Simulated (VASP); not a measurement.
# GaN (Fm-3m) in VASP: further runs

GaN is run at these levels: RPBE+D3(BJ); tasks: single point.

Everything below comes from runs of VASP 6.6.1. Logs are shortened: lines on timing, memory, paths and dates and some standing lists are left out, and cuts for length are marked.

## 1. The cell of the first run

It takes space group Fm-3m (No. 225, cubic). The conventional cell has a = 4.299 Å, b = 4.299 Å, c = 4.299 Å, α = 90.00°, β = 90.00°, γ = 90.00°. Within 2.8 Å of Ga (site symmetry m-3m) lie 6 N at 2.15 Å. N (site symmetry m-3m) has 6 Ga at 2.15 Å within 2.8 Å.

## 2. Single point, RPBE+D3(BJ), collinear spin

Contents of INCAR:

```
SYSTEM = GaN
  PREC = Accurate
  ENCUT = 520
  EDIFF = 1E-6
  ISMEAR = -1
  SIGMA = 0.05
  LREAL = .FALSE.
  LASPH = .TRUE.
  NELM = 150
  ALGO = Normal
  ISIF = 2
  LWAVE = .FALSE.
  LCHARG = .TRUE.
  ISPIN = 2
  MAGMOM = 0.5 0
  LORBIT = 11
  GGA = RP
  IVDW = 12
  LELF = .TRUE.
  LVHAR = .TRUE.
  NBANDS = 20
```

Contents of KPOINTS:

```
regular mesh
0
G
  11 11 11
  0 0 0
```

Contents of POSCAR:

```
GaN
1.0
    0.0000000000      2.1493760412      2.1493760412
    2.1493760412      0.0000000000      2.1493760412
    2.1493760412      2.1493760412      0.0000000000
Ga N
1 1
Direct
    0.0000000000      0.0000000000      0.0000000000
    0.5000000000      0.5000000000      0.5000000000
```

Potentials or basis: VASP PAW PBE potentials, release 64 (Ga_d, N).

The run is started by

```console
$ cat potpaw_PBE.64/Ga_d/POTCAR potpaw_PBE.64/N/POTCAR > POTCAR
$ mpirun -np 1 vasp_std > vasp.out
```

OUTCAR:

```text
SYSTEM = GaN
   PREC = Accurate
   ENCUT = 520
   EDIFF = 1E-6
   ISMEAR = -1
   LREAL = .FALSE.
   LASPH = .TRUE.
   NELM = 150
   ISIF = 2
   ISPIN = 2
   LORBIT = 11
   GGA = RP
   IVDW = 12
 IVDW          = 12

 ion  position               nearest neighbor table
   1  0.000  0.000  0.000-   2 2.15   2 2.15   2 2.15   2 2.15   2 2.15   2 2.15
   2  0.500  0.500  0.500-   1 2.15   1 2.15   1 2.15   1 2.15   1 2.15   1 2.15

  LATTYP: Found a face centered cubic cell.
 ALAT       =     4.2987520824

  Lattice vectors:

 A1 = (   0.0000000000,   2.1493760412,   2.1493760412)
 A2 = (   2.1493760412,   0.0000000000,   2.1493760412)
 A3 = (   2.1493760412,   2.1493760412,   0.0000000000)

Analysis of symmetry for initial positions (statically):
=====================================================================
 Subroutine PRICEL returns:
 Original cell was already a primitive cell.

 Routine SETGRP: Setting up the symmetry group for a
 face centered cubic supercell.

 Subroutine GETGRP returns: Found 48 space group operations
 (whereof 48 operations were pure point group operations)
 out of a pool of 48 trial point group operations.

The static configuration has the point symmetry O_h .

Analysis of symmetry for dynamics (positions and initial velocities):
=====================================================================
 Subroutine PRICEL returns:
 Original cell was already a primitive cell.

 Routine SETGRP: Setting up the symmetry group for a
 face centered cubic supercell.

 Subroutine GETGRP returns: Found 48 space group operations
 (whereof 48 operations were pure point group operations)
 out of a pool of 48 trial point group operations.

The dynamic configuration has the point symmetry O_h .

Analysis of structural, dynamic, and magnetic symmetry:
=====================================================================
 Subroutine PRICEL returns:
 Original cell was already a primitive cell.

 Routine SETGRP: Setting up the symmetry group for a
 face centered cubic supercell.

 Subroutine GETGRP returns: Found 48 space group operations
 (whereof 48 operations were pure point group operations)
 out of a pool of 48 trial point group operations.

The overall configuration has the point symmetry O_h .

 Subroutine INISYM returns: Found 48 space group operations
 (whereof 48 operations are pure point group operations),
 and found     1 'primitive' translations

----------------------------------------------------------------------------------------

                                     Primitive cell

  volume of cell :      19.8594

  direct lattice vectors                    reciprocal lattice vectors
     0.000000000  2.149376041  2.149376041    -0.232625651  0.232625651  0.232625651
     2.149376041  0.000000000  2.149376041     0.232625651 -0.232625651  0.232625651
     2.149376041  2.149376041  0.000000000     0.232625651  0.232625651 -0.232625651

  length of vectors
     3.039676748  3.039676748  3.039676748     0.402919446  0.402919446  0.402919446

  position of ions in fractional coordinates (direct lattice)
     0.000000000  0.000000000  0.000000000
     0.500000000  0.500000000  0.500000000

  ion indices of the primitive-cell ions
   primitive index   ion index
                 1           1
                 2           2

----------------------------------------------------------------------------------------

 KPOINTS: regular mesh

Automatic generation of k-mesh.
 Grid dimensions read from file:
 generate k-points for:   11   11   11

 Generating k-lattice:

  Cartesian coordinates                     Fractional coordinates (reciprocal lattice)
    -0.021147786  0.021147786  0.021147786     0.090909091  0.000000000  0.000000000
     0.021147786 -0.021147786  0.021147786     0.000000000  0.090909091  0.000000000
     0.021147786  0.021147786 -0.021147786     0.000000000  0.000000000  0.090909091

  Length of vectors
     0.036629041  0.036629041  0.036629041

  Shift w.r.t. Gamma in fractional coordinates (k-lattice)
     0.000000000  0.000000000  0.000000000

 Subroutine IBZKPT returns following result:
 ===========================================

 Found     56 irreducible k-points:

 Following reciprocal coordinates:
            Coordinates               Weight
  0.000000  0.000000  0.000000      1.000000
  0.090909  0.000000  0.000000      8.000000
  0.181818  0.000000  0.000000      8.000000
  0.272727  0.000000  0.000000      8.000000
  0.363636  0.000000  0.000000      8.000000
  0.454545  0.000000  0.000000      8.000000
[... 16 lines left out ...]
 -0.272727  0.181818  0.000000     24.000000
 -0.181818  0.181818  0.000000     12.000000
 [... further k-points ...]
   k-points           NKPTS =     56   k-points in BZ     NKDIM =     56   number of bands    NBANDS=     20
   number of dos      NEDOS =    301   number of ions     NIONS =      2
   total plane-waves  NPLWV =  13824
   dimension x,y,z NGX =    24 NGY =   24 NGZ =   24
   dimension x,y,z NGXF=    48 NGYF=   48 NGZF=   48
   ions per type =               1   1
   NGX,Y,Z   is equivalent  to a cutoff of  13.13, 13.13, 13.13 a.u.
   NGXF,Y,Z  is equivalent  to a cutoff of  26.25, 26.25, 26.25 a.u.
 SYSTEM =  GaN
   PREC   = accura    normal or accurate (medium, high low for compatibility)
   ISTART =      0    job   : 0-new  1-cont  2-samecut
   ICHARG =      2    charge: 1-file 2-atom 10-const
   ISPIN  =      2    spin polarized calculation?
   LNONCOLLINEAR =      F non collinear calculations
   LSORBIT =      F    spin-orbit coupling
   LASPH  =      T    aspherical Exc in radial PAW
   ENCUT  =  520.0 eV  38.22 Ry    6.18 a.u.   5.65  5.65  5.65*2*pi/ulx,y,z
   NELM   =    150;   NELMIN=  2; NELMDL= -5     # of ELM steps
   EDIFF  = 0.1E-05   stopping-criterion for ELM
   LREAL  =      F    real-space projection
   EDIFFG = 0.1E-04   stopping-criterion for IOM
   NSW    =      0    number of steps for IOM
   IBRION =     -1    ionic relax: 0-MD 1-quasi-New 2-CG
   NFREE  =      0    steps in history (QN), initial steepest desc. (CG)
   ISIF   =      2    stress and relaxation
   ISYM   =      2    0-nonsym 1-usesym 2-fastsym
   POTIM  = 0.5000    time-step for ionic-motion
   TEBEG  =    0.0;   TEEND  =   0.0 temperature during run
   PSTRESS=    0.0 pullay stress
   NELECT =      18.0000    total number of electrons
   NUPDOWN=      -1.0000    fix difference up-down
   EMIN   =  10.00;   EMAX   =-10.00  energy-range for DOS
   EFERMI =   0.00;   METHOD = LEGACY
   ISMEAR =    -1;   SIGMA  =   0.05  broadening in eV -4-tet -1-fermi 0-gaus
   EFERMI_NEDOS =   21; number of points for ismear=-14 and -15
   IALGO  =     38    algorithm
   IMIX   =      4    mixing-type and parameters
     AMIX     =   0.40;   BMIX     =  1.00
     AMIX_MAG =   1.60;   BMIX_MAG =  1.00
  volume/ion in A,a.u.               =       9.93        67.01
  Fermi-wavevector in a.u.,A,eV,Ry     =   1.584321  2.993933 34.151630  2.510074
  Thomas-Fermi vector in A             =   2.683957
   LORBIT       =     11    0 simple, 1 ext, 2 COOP (PROOUT), +10 PAW based schemes
   GGA     = RP    functional components
   LHFCALC =     F    Hartree Fock is set to
   AEXX    =    0.0000 exact exchange contribution
   IVDW    =    12    specifies the selected vdW correction
   LEPSILON=     F    determine dielectric tensor
   LRPA    =     F    only Hartree local field effects (RPA)
 spin polarized calculation
  energy-cutoff  :      520.00
  volume of cell :       19.86
 maximum number of plane-waves:       543
   NGX = 11   NGY = 11   NGZ = 11

 number of electron      17.9999998 magnetization      -0.0003311

 number of electron      17.9999998 magnetization       0.0001687

 Free energy of the ion-electron system (eV)
  ---------------------------------------------------
  ext. energy  EPLUGINS =         0.00000000
  ---------------------------------------------------
  free energy    TOTEN  =       -10.35186195 eV

  energy without entropy =      -10.35179267  energy(sigma->0) =      -10.35182731

 E-fermi :   7.7135     XC(G=0): -12.6368

 val. band max:        7.4166720746   @ k =  -0.1818   0.1818   0.0000
 cond. band min:       7.9359871074   @ k =   0.4545   0.4545   0.0000
 fundamental gap:      0.5193150328
 Fermi energy:         7.7135386286

 spin component 1

 k-point     1 :       0.0000    0.0000    0.0000
  band No.  band energies     occupation
      1      -9.4371      1.00000
      2      -6.6159      1.00000
      3      -6.6159      1.00000
      4      -6.6159      1.00000
      5      -6.5336      1.00000
      6      -6.5336      1.00000
[... 12 lines left out ...]
     19      28.2575      0.00000
     20      34.2469      0.00000
[... 507 lines left out ...]
 k-point    24 :      -0.1818    0.1818    0.0000
  band No.  band energies     occupation
      1      -8.0541      1.00000
      2      -6.6595      1.00000
      3      -6.6584      1.00000
      4      -6.6441      1.00000
      5      -6.5375      1.00000
      6      -6.3290      1.00000
[... 12 lines left out ...]
     19      34.7377      0.00000
     20      36.3825      0.00000

 [... further k-points ...]

 spin component 2

 k-point     1 :       0.0000    0.0000    0.0000
  band No.  band energies     occupation
      1      -9.4370      1.00000
      2      -6.6162      1.00000
      3      -6.6162      1.00000
      4      -6.6162      1.00000
      5      -6.5339      1.00000
      6      -6.5339      1.00000
[... 12 lines left out ...]
     19      28.2572      0.00000
     20      34.2475      0.00000
[... 507 lines left out ...]
 k-point    24 :      -0.1818    0.1818    0.0000
  band No.  band energies     occupation
      1      -8.0540      1.00000
      2      -6.6597      1.00000
      3      -6.6587      1.00000
      4      -6.6444      1.00000
      5      -6.5377      1.00000
      6      -6.3292      1.00000
[... 12 lines left out ...]
     19      34.7377      0.00000
     20      36.3825      0.00000

 [... further k-points ...]

------------------------ aborting loop because EDIFF is reached ----------------------------------------

 Edisp (eV)   -2.76460

 E8    (eV) :    -1.7268

  FORCE on cell =-STRESS in cart. coord.  units (eV):
  Direction    XX          YY          ZZ          XY          YZ          ZX
  --------------------------------------------------------------------------------------
  -------------------------------------------------------------------------------------
  Total      -2.94814    -2.94814    -2.94814    -0.00000     0.00000    -0.00000
  in kB    -237.84367  -237.84367  -237.84367    -0.00000     0.00000    -0.00000
  external pressure =     -237.84 kB  Pullay stress =        0.00 kB

 VOLUME and BASIS-vectors are now :
 -----------------------------------------------------------------------------
  energy-cutoff  :      520.00
  volume of cell :       19.86
      direct lattice vectors                 reciprocal lattice vectors
     0.000000000  2.149376041  2.149376041    -0.232625651  0.232625651  0.232625651
     2.149376041  0.000000000  2.149376041     0.232625651 -0.232625651  0.232625651
     2.149376041  2.149376041  0.000000000     0.232625651  0.232625651 -0.232625651

 POSITION                                       TOTAL-FORCE (eV/Angst)
 -----------------------------------------------------------------------------------
      0.00000      0.00000      0.00000        -0.000000     -0.000000      0.000000
      2.14938      2.14938      2.14938         0.000000      0.000000     -0.000000
 -----------------------------------------------------------------------------------
    total drift:                                0.000000     -0.000000     -0.000000

  FREE ENERGIE OF THE ION-ELECTRON SYSTEM (eV)
  ---------------------------------------------------
  free  energy   TOTEN  =       -13.1164648211 eV

  energy  without entropy=      -13.1163955418  energy(sigma->0) =      -13.11643018

 total charge

# of ion       s       p       d       tot
------------------------------------------
    1        0.707   0.691  10.161  11.559
    2        1.251   2.454   0.000   3.705
--------------------------------------------------
tot          1.958   3.145  10.161  15.264

 magnetization (x)

# of ion       s       p       d       tot
------------------------------------------
    1        0.000   0.000  -0.000   0.000
    2        0.000   0.000   0.000   0.000
--------------------------------------------------
tot          0.000   0.000  -0.000   0.000
```

Run time: 50 s. Hardware: 1 thread of Intel Xeon 8259CL, shared host; peak memory 0.18 GiB.

What came out:

| Item | Value |
| --- | --- |
| Free energy | -13.1165 eV |
| Pressure | -23.8 GPa |
| Band gap on the k mesh | 0.52 eV (least direct gap 2.14 eV) |
| Net moment | 0.00 μB per cell |
| Valence electrons inside the program's atomic spheres | Ga 11.56; N 3.71 |
| Dispersion energy per atom | -1.382 eV |

Levels at points of the mesh, in eV from the valence-band top:
Spin up:
```
           k point  band 6  band 7  band 8  band 9  band 10  band 11  band 12  band 13
(0.00, 0.00, 0.00)  -13.95   -0.46   -0.46   -0.46     1.68    14.42    14.42    14.42
```
Spin down:
| k point | band 5 | band 6 | band 7 | band 8 | band 9 | band 10 | band 11 | band 12 | band 13 | band 14 |
| --- | --- | --- | --- | --- | --- | --- | --- | --- | --- | --- |
| (0.00, 0.00, 0.00) | -13.95 | -13.95 | -0.46 | -0.46 | -0.46 | 1.68 | 14.42 | 14.42 | 14.42 | 15.21 |

Caveat: three body term missing; the cell stands under tension; the dispersion term is far too large for a dense solid, which distorts pressure and volume; semilocal functionals underestimate gaps, and a narrow one can read as zero; the PAW data sets were made with another functional, which shifts forces and pressure a little; an odd mesh through Γ misses points on the zone boundary, where band edges can lie.

## 3. Single point, RPBE+D3(BJ), collinear spin

This run uses another cell than the first one, of 10.12 Å³/atom.

Contents of INCAR:

```
SYSTEM = GaN
PREC = Accurate
ENCUT = 520
EDIFF = 1E-6
ISMEAR = -1
SIGMA = 0.05
LREAL = .FALSE.
LASPH = .TRUE.
NELM = 150
ALGO = Normal
ISIF = 2
LWAVE = .FALSE.
LCHARG = .FALSE.
ISPIN = 2
MAGMOM = 0.5 0
LORBIT = 11
GGA = RP
IVDW = 12
NBANDS = 20
```

KPOINTS is that of step 2.

Contents of POSCAR:

```
GaN
1.0
    0.0000000000      2.1633334196      2.1633334196
    2.1633334196      0.0000000000      2.1633334196
    2.1633334196      2.1633334196      0.0000000000
Ga N
1 1
Direct
    0.0000000000      0.0000000000      0.0000000000
    0.5000000000      0.5000000000      0.5000000000
```

Potentials or basis: VASP PAW PBE potentials, release 64 (Ga_d, N).

The run is started by

```console
$ cat potpaw_PBE.64/Ga_d/POTCAR potpaw_PBE.64/N/POTCAR > POTCAR
$ mpirun -np 1 vasp_std > vasp.out
```

Wall time 50 s (1 thread of Intel Xeon 8259CL, shared host); peak memory 0.18 GiB.

It converged, with:

```yaml
Free_energy: -13.0555 eV
Pressure: -26.7 GPa
Band_gap_on_the_k_mesh: 0.40 eV (least direct gap 1.92 eV)
Net_moment: 0.00 μB per cell
Valence_electrons_inside_the_program's_atomic_spheres: Ga 11.53; N 3.69
Dispersion_energy_per_atom: -1.353 eV
```

Levels at points of the mesh, in eV from the valence-band top:
Spin up:
```
           k point  band 6  band 7  band 8  band 9  band 10  band 11  band 12  band 13
(0.00, 0.00, 0.00)  -13.97   -0.44   -0.44   -0.44     1.48    14.31    14.31    14.31
```
Spin down:
```csv
k point,band 5,band 6,band 7,band 8,band 9,band 10,band 11,band 12,band 13,band 14
"(0.00, 0.00, 0.00)",-13.97,-13.97,-0.44,-0.44,-0.44,1.48,14.31,14.31,14.31,14.95
```

Caveat: three body term missing; the cell stands under tension; the dispersion term is far too large for a dense solid, which distorts pressure and volume; semilocal functionals underestimate gaps, and a narrow one can read as zero; the PAW data sets were made with another functional, which shifts forces and pressure a little; an odd mesh through Γ misses points on the zone boundary, where band edges can lie.

## 4. Single point, RPBE+D3(BJ), collinear spin

This run uses another cell than the first one, of 10.32 Å³/atom.

Contents of INCAR:

```
SYSTEM = GaN
PREC = Accurate ; ENCUT = 520
EDIFF = 1E-6 ; ISMEAR = -1
SIGMA = 0.05 ; LREAL = .FALSE.
LASPH = .TRUE. ; NELM = 150
ALGO = Normal ; ISIF = 2
LWAVE = .FALSE. ; LCHARG = .TRUE.
ISPIN = 2 ; MAGMOM = 0.5 0
LORBIT = 11 ; GGA = RP
IVDW = 12 ; LELF = .TRUE.
LVHAR = .TRUE. ; NBANDS = 20
```

Contents of KPOINTS:

```
Automatic mesh
0
G
  11 11 11
  0 0 0
```

Contents of POSCAR:

```
GaN
1.0
    0.0000000000      2.1771129849      2.1771129849
    2.1771129849      0.0000000000      2.1771129849
    2.1771129849      2.1771129849      0.0000000000
Ga N
1 1
Direct
    0.0000000000      0.0000000000      0.0000000000
    0.5000000000      0.5000000000      0.5000000000
```

The run is started by

```console
$ cat potpaw_PBE.64/Ga_d/POTCAR potpaw_PBE.64/N/POTCAR > POTCAR
$ mpirun -np 1 vasp_std > vasp.out
```

It took 46 s on 1 thread of Intel Xeon 8259CL, shared host; peak memory 0.18 GiB.

The run converged. Its results:

```yaml
Free_energy: -12.9878 eV
Pressure: -29.2 GPa
Band_gap_on_the_k_mesh: 0.29 eV (least direct gap 1.70 eV)
Net_moment: 0.00 μB per cell
Valence_electrons_inside_the_program's_atomic_spheres: Ga 11.50; N 3.68
Dispersion_energy_per_atom: -1.324 eV
```

Levels at points of the mesh, in eV from the valence-band top:
Spin up:
```csv
k point,band 5,band 6,band 7,band 8,band 9,band 10,band 11,band 12,band 13,band 14
"(0.00, 0.00, 0.00)",-13.98,-13.98,-0.42,-0.42,-0.42,1.28,14.20,14.20,14.20,14.69
```
Spin down:
```
           k point  band 7  band 8  band 9  band 10  band 11  band 12
(0.00, 0.00, 0.00)   -0.42   -0.42   -0.42     1.28    14.20    14.20
```

Caveat: three body term missing; the cell stands under tension; the dispersion term is far too large for a dense solid, which distorts pressure and volume; semilocal functionals underestimate gaps, and a narrow one can read as zero; the PAW data sets were made with another functional, which shifts forces and pressure a little; an odd mesh through Γ misses points on the zone boundary, where band edges can lie.

## 5. Summary

```tsv
cell	gap on the mesh (eV)	pressure (GPa)	moment (μB)
a = 3.040 Å, angles 60.0°, 2 atoms	0.52	-23.8	0.00
a = 3.059 Å, angles 60.0°, 2 atoms	0.40	-26.7	0.00
a = 3.079 Å, angles 60.0°, 2 atoms	0.29	-29.2	0.00
```

Alike in all rows: task single point; level RPBE+D3(BJ); potentials or basis VASP PAW PBE potentials, release 64 (Ga_d, N); spin collinear; k mesh 11 × 11 × 11; cutoff (eV) 520; smearing fermi-dirac 0.05 eV.

Caveats: three body term missing; the cell stands under tension; the dispersion term is far too large for a dense solid, which distorts pressure and volume; semilocal functionals underestimate gaps, and a narrow one can read as zero; the PAW data sets were made with another functional, which shifts forces and pressure a little; an odd mesh through Γ misses points on the zone boundary, where band edges can lie.

Absolute energies hang on the potentials; compare differences alone.
